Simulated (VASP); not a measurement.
# H6C2O in VASP: further runs

H6C2O is run at these levels: PBE+D3(BJ); tasks: single point.

Everything below comes from runs of VASP 6.6.1. Logs are shortened: lines on timing, memory, paths and dates and some standing lists are left out, and cuts for length are marked.

**1. The cell of the first run**

The cell holds a disordered packing, 36 atoms: a = 7.042 Å, b = 7.042 Å, c = 7.042 Å, α = 90.00°, β = 90.00°, γ = 90.00°.

**2. Single point, PBE+D3(BJ)**

INCAR reads:

```
PREC = Accurate
ENCUT = 520
EDIFF = 1E-6
ISMEAR = -1
SIGMA = 0.02
LREAL = Auto
LASPH = True
NELM = 80
ALGO = Normal
ISIF = 2
LWAVE = False
LCHARG = False
GGA = PE
IVDW = 12
NBANDS = 64
```

KPOINTS reads:

```
Automatic mesh
0
Gamma
  1 1 1
```

POSCAR reads:

```
H6C2O
1.0
    7.0419250000      0.0000000000      0.0000000000
    0.0000000000      7.0419250000      0.0000000000
    0.0000000000      0.0000000000      7.0419250000
C O H
8 4 24
Direct
    0.6186660608     -0.0913102596      1.0238535628
    0.6010430387      0.1010235127      1.1176205370
    0.7202433994      0.5100309929      0.4760772090
    0.5454474451      0.6302964033      0.4246282089
    0.2016210056      0.1186749362      0.6610692389
    0.0760161462      0.0810431807      0.4871253244
   -0.0090742233      0.5806224860     -0.0295799799
    0.1026423883      0.7598206456     -0.0625539181
    0.4241595870      0.1891954260      1.0948426744
    0.4499905921      0.5578020215      0.2516783408
    0.0038199782     -0.1117166116      0.4791019501
    0.1267409125      0.8592962862      0.1130514739
    0.4216744711      0.2981003064      1.1704470014
    0.6248007470      0.0698672593      1.2634187385
    0.7059007303      0.1993488996      1.0727322430
    0.7375824082     -0.1565481030      1.0900286498
    0.4927629874     -0.1602118739      1.0682590343
    0.6483880473     -0.0813129933      0.8719916784
    0.3567632430      0.6508447619      0.2278922312
    0.4382750455      0.6265616291      0.5332064741
    0.5805940847      0.7848280122      0.4105837537
    0.7781963029      0.5655129812      0.6090380116
    0.7001494620      0.3545053377      0.4965971663
    0.8279412235      0.5259215342      0.3583679179
    0.0262996269     -0.1488087419      0.3491374873
   -0.0322781058      0.2030694732      0.4724986421
    0.1667157773      0.1036932373      0.3599725927
    0.2917810116      0.2570177899      0.6598053799
    0.1120432268      0.1165022348      0.7896988395
    0.2927892586     -0.0155071234      0.6535712891
    0.1760030105      0.9910500325      0.1003134796
    0.2459554738      0.7478636878     -0.1371215967
    0.0234452937      0.8653457684     -0.1441083227
   -0.0438942477      0.5306077529     -0.1705073542
    0.0732896190      0.4834615535      0.0655218566
   -0.1558806718      0.6055588493      0.0308012369
```

Potentials or basis: VASP PAW PBE potentials, release 64 (C, O, H).

Launch:

```
$ cat potpaw_PBE.64/C/POTCAR potpaw_PBE.64/O/POTCAR potpaw_PBE.64/H/POTCAR > POTCAR
$ mpirun -np 1 vasp_gam > vasp.out
```

OUTCAR:

```text
PREC = Accurate
   ENCUT = 520
   EDIFF = 1E-6
   ISMEAR = -1
   LREAL = Auto
   LASPH = True
   NELM = 80
   ISIF = 2
   GGA = PE
   IVDW = 12
 IVDW          = 12

 ion  position               nearest neighbor table
   1  0.619  0.909  0.024-  17 1.06  16 1.06  18 1.09   2 1.51
   2  0.601  0.101  0.118-  15 1.06  14 1.06   9 1.40   1 1.51
   3  0.720  0.510  0.476-  22 1.09  23 1.11  24 1.13   4 1.54
   4  0.545  0.630  0.425-  20 1.07  21 1.12  10 1.48   3 1.54
   5  0.202  0.119  0.661-  29 1.10  30 1.14  28 1.16   6 1.53
   6  0.076  0.081  0.487-  27 1.11  26 1.15  11 1.45   5 1.53
   7  0.991  0.581  0.970-  34 1.08  35 1.12  36 1.13   8 1.51
   8  0.103  0.760  0.937-  33 1.09  32 1.14  12 1.43   7 1.51
   9  0.424  0.189  0.095-  13 0.93   2 1.40
  10  0.450  0.558  0.252-  19 0.94   4 1.48
  11  0.004  0.888  0.479-  25 0.96   6 1.45
  12  0.127  0.859  0.113-  31 0.99   8 1.43
  13  0.422  0.298  0.170-   9 0.93
  14  0.625  0.070  0.263-   2 1.06
  15  0.706  0.199  0.073-   2 1.06
  16  0.738  0.843  0.090-   1 1.06
  17  0.493  0.840  0.068-   1 1.06
  18  0.648  0.919  0.872-   1 1.09
[... 16 lines left out ...]
  35  0.073  0.483  0.066-   7 1.12
  36  0.844  0.606  0.031-   7 1.13

  LATTYP: Found a simple cubic cell.
 ALAT       =     7.0419250000

  Lattice vectors:

 A1 = (   7.0419250000,   0.0000000000,   0.0000000000)
 A2 = (   0.0000000000,   7.0419250000,   0.0000000000)
 A3 = (   0.0000000000,   0.0000000000,   7.0419250000)

Analysis of symmetry for initial positions (statically):
=====================================================================
 Subroutine PRICEL returns:
 Original cell was already a primitive cell.

 Routine SETGRP: Setting up the symmetry group for a
 simple cubic supercell.

 Subroutine GETGRP returns: Found  1 space group operations
 (whereof  1 operations were pure point group operations)
 out of a pool of 48 trial point group operations.

The static configuration has the point symmetry C_1 .

Analysis of symmetry for dynamics (positions and initial velocities):
=====================================================================
 Subroutine PRICEL returns:
 Original cell was already a primitive cell.

 Routine SETGRP: Setting up the symmetry group for a
 simple cubic supercell.

 Subroutine GETGRP returns: Found  1 space group operations
 (whereof  1 operations were pure point group operations)
 out of a pool of 48 trial point group operations.

The dynamic configuration has the point symmetry C_1 .

 Subroutine INISYM returns: Found  1 space group operations
 (whereof  1 operations are pure point group operations),
 and found     1 'primitive' translations

----------------------------------------------------------------------------------------

                                     Primitive cell

  volume of cell :     349.2000

  direct lattice vectors                    reciprocal lattice vectors
     7.041925000  0.000000000  0.000000000     0.142006625  0.000000000  0.000000000
     0.000000000  7.041925000  0.000000000     0.000000000  0.142006625  0.000000000
     0.000000000  0.000000000  7.041925000     0.000000000  0.000000000  0.142006625

  length of vectors
     7.041925000  7.041925000  7.041925000     0.142006625  0.142006625  0.142006625

  position of ions in fractional coordinates (direct lattice)
     0.618666061  0.908689740  0.023853563
     0.601043039  0.101023513  0.117620537
     0.720243399  0.510030993  0.476077209
     0.545447445  0.630296403  0.424628209
     0.201621006  0.118674936  0.661069239
     0.076016146  0.081043181  0.487125324
[... 28 lines left out ...]
     0.073289619  0.483461553  0.065521857
     0.844119328  0.605558849  0.030801237

  ion indices of the primitive-cell ions
   primitive index   ion index
                 1           1
                 2           2
                 3           3
                 4           4
                 5           5
                 6           6
[... 28 lines left out ...]
                35          35
[... 49 lines left out ...]
   TEBEG  =    0.0;   TEEND  =   0.0 temperature during run
   PSTRESS=    0.0 pullay stress
   NELECT =      80.0000    total number of electrons
   NUPDOWN=      -1.0000    fix difference up-down
   EMIN   =  10.00;   EMAX   =-10.00  energy-range for DOS
   EFERMI =   0.00;   METHOD = LEGACY
   ISMEAR =    -1;   SIGMA  =   0.02  broadening in eV -4-tet -1-fermi 0-gaus
   EFERMI_NEDOS =   21; number of points for ismear=-14 and -15
   IALGO  =     38    algorithm
   IMIX   =      4    mixing-type and parameters
     AMIX     =   0.40;   BMIX     =  1.00
     AMIX_MAG =   1.60;   BMIX_MAG =  1.00
  volume/ion in A,a.u.               =       9.70        65.46
  Fermi-wavevector in a.u.,A,eV,Ry     =   1.001721  1.892978 13.652697  1.003445
  Thomas-Fermi vector in A             =   2.134161
   LORBIT       =      0    0 simple, 1 ext, 2 COOP (PROOUT), +10 PAW based schemes
   GGA     = PE    functional components
   LHFCALC =     F    Hartree Fock is set to
   AEXX    =    0.0000 exact exchange contribution
   IVDW    =    12    specifies the selected vdW correction
   LEPSILON=     F    determine dielectric tensor
   LRPA    =     F    only Hartree local field effects (RPA)
 non-spin polarized calculation
  energy-cutoff  :      520.00
  volume of cell :      349.20
 maximum number of plane-waves:      4718
 NGX is ok and might be reduce to    54
   NGX = 27   NGY = 27   NGZ = 27

 number of electron      80.0000000 magnetization

 Free energy of the ion-electron system (eV)
  ---------------------------------------------------
  ext. energy  EPLUGINS =         0.00000000
  ---------------------------------------------------
  free energy    TOTEN  =      -186.87641994 eV

  energy without entropy =     -186.87641994  energy(sigma->0) =     -186.87641994

 E-fermi :  -2.0465     XC(G=0):  -6.8940

 val. band max:       -2.5588245511   @ k =   0.0000   0.0000   0.0000
 cond. band min:       2.4746899884   @ k =   0.0000   0.0000   0.0000
 fundamental gap:      5.0335145395
 Fermi energy:        -2.0465399299

 k-point     1 :       0.0000    0.0000    0.0000
  band No.  band energies     occupation
      1     -22.3915      2.00000
      2     -22.2516      2.00000
      3     -22.0890      2.00000
      4     -21.5887      2.00000
      5     -15.3898      2.00000
      6     -15.2367      2.00000
[... 44 lines left out ...]
     51       5.7860      0.00000
     52       5.9257      0.00000
 [bands above 52 left out]

------------------------ aborting loop because EDIFF is reached ----------------------------------------

 Edisp (eV)   -1.47339

 E8    (eV) :    -0.3237

  FORCE on cell =-STRESS in cart. coord.  units (eV):
  Direction    XX          YY          ZZ          XY          YZ          ZX
  --------------------------------------------------------------------------------------
  -------------------------------------------------------------------------------------
  Total      -0.20965    -3.16302     5.36389    -0.22112     0.13734     1.34343
  in kB      -0.96189   -14.51235    24.61026    -1.01452     0.63013     6.16383
  external pressure =        3.05 kB  Pullay stress =        0.00 kB

 VOLUME and BASIS-vectors are now :
 -----------------------------------------------------------------------------
  energy-cutoff  :      520.00
  volume of cell :      349.20
      direct lattice vectors                 reciprocal lattice vectors
     7.041925000  0.000000000  0.000000000     0.142006625  0.000000000  0.000000000
     0.000000000  7.041925000  0.000000000     0.000000000  0.142006625  0.000000000
     0.000000000  0.000000000  7.041925000     0.000000000  0.000000000  0.142006625

 POSITION                                       TOTAL-FORCE (eV/Angst)
 -----------------------------------------------------------------------------------
      4.35660      6.39893      0.16798         0.128645      1.841870     -0.384542
      4.23250      0.71140      0.82828         0.159504     -0.435536     -0.173861
      5.07190      3.59160      3.35250         0.157960      0.278559     -1.019795
      3.84100      4.43850      2.99020         0.065052     -0.549296     -0.517095
      1.41980      0.83570      4.65520         0.731965     -0.709597     -0.433922
      0.53530      0.57070      3.43030         0.107438      1.756984     -0.901744
[... 28 lines left out ...]
      0.51610      3.40450      0.46140        -0.538672      0.010386     -0.729106
      5.94423      4.26430      0.21690         1.125449      0.089584      0.006507
 -----------------------------------------------------------------------------------
    total drift:                               -0.005976      0.026340      0.020331

  FREE ENERGIE OF THE ION-ELECTRON SYSTEM (eV)
  ---------------------------------------------------
  free  energy   TOTEN  =      -188.3498075305 eV

  energy  without entropy=     -188.3498075305  energy(sigma->0) =     -188.34980753
```

It took 30 s on 1 thread of Intel Xeon 6975P-C (Granite Rapids), shared host; peak memory 0.34 GiB.

What came out:

* Free energy: -188.3498 eV
* Pressure: 0.3 GPa
* Largest force: 3.121 eV/Å
* Band gap on the k mesh: 5.03 eV
* Dispersion energy per atom: -0.041 eV

Forces in eV/Å, atoms in the order of the input:
```
C    0.129  1.842 -0.385
C    0.160 -0.436 -0.174
C    0.158  0.279 -1.020
C    0.065 -0.549 -0.517
C    0.732 -0.710 -0.434
C    0.107  1.757 -0.902
C   -0.273  0.249  0.696
C    0.189  1.546 -0.448
O   -1.443 -2.165 -1.724
O    1.865 -0.790  1.091
O   -0.130  1.263  1.335
O    0.670  0.231  1.485
H   -0.016  2.305  1.286
H    0.266  0.058  1.562
H    1.342  0.796 -0.474
H    0.761 -0.615  0.397
H   -0.898 -1.078 -0.391
H   -0.454 -0.232 -0.296
H   -1.529  1.099 -0.592
H   -0.496 -0.206  0.931
H    0.260 -0.609 -0.270
H    0.169  0.129 -0.090
H   -0.501  0.519 -0.135
H   -0.434 -0.058  0.813
H    0.125 -0.355 -0.925
H    0.220 -1.419  0.219
H   -0.046 -0.049  0.220
H   -1.047 -1.542 -0.232
H    0.420  0.124 -0.048
H   -0.143  1.324  0.766
H    0.092 -0.777 -0.398
H   -0.957 -0.526  0.518
H   -0.346 -0.558 -0.789
H    0.395 -0.947 -0.355
H   -0.539  0.010 -0.729
H    1.125  0.090  0.007
```

Caveat: the k points lie up to 0.89 Å⁻¹ apart, too coarse for converged energies, forces and pressures; the atoms stand as in a frame of molecular dynamics.

[end of part 1 of 2]
